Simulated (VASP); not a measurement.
A run of VASP 6.6.1:

INCAR

```
SYSTEM = Sn4AsSe
  PREC = Accurate
  ENCUT = 520
  EDIFF = 1E-7
  ISMEAR = 0
  SIGMA = 0.1
  LREAL = .False.
  LASPH = .True.
  NELM = 100
  ALGO = Fast
  ISIF = 2
  LWAVE = .False.
  LCHARG = .False.
  GGA = PE
  NBANDS = 42
```

The input KPOINTS:

```
regular mesh
0
Gamma
  8 8 4
  0 0 0
```

Contents of POSCAR:

```
Sn4AsSe
1.0
    4.2521459659      0.0000000000      0.0000000000
    0.0000000000      4.2521459659      0.0000000000
    0.0000000000      0.0000000000      9.0038657410
Sn As Se
4 1 1
Direct
    0.5000000000      0.5000000000      0.3420107124
    0.0000000000      0.0000000000      0.6658161195
    0.5000000000      0.5000000000      0.9826867152
    0.0000000000      0.0000000000      0.0096876998
    0.5000000000      0.5000000000      0.6519908240
    0.0000000000      0.0000000000      0.3478068992
```

Potentials or basis: VASP PAW PBE potentials, release 64 (Sn_d, As, Se).

Command:

```console
$ cat potpaw_PBE.64/Sn_d/POTCAR potpaw_PBE.64/As/POTCAR potpaw_PBE.64/Se/POTCAR > POTCAR
$ mpirun -np 1 vasp_std > vasp.out
```

Hardware: 1 thread of Oxide Virtual Turin-like Processor, with other jobs on the host.

Q: Estimate the wall time of this run.

A: Run time: 8 min on 1 thread of Oxide Virtual Turin-like Processor, with other jobs on the host, peak memory 0.38 GiB. Counts: scf iterations 16, k points 45.
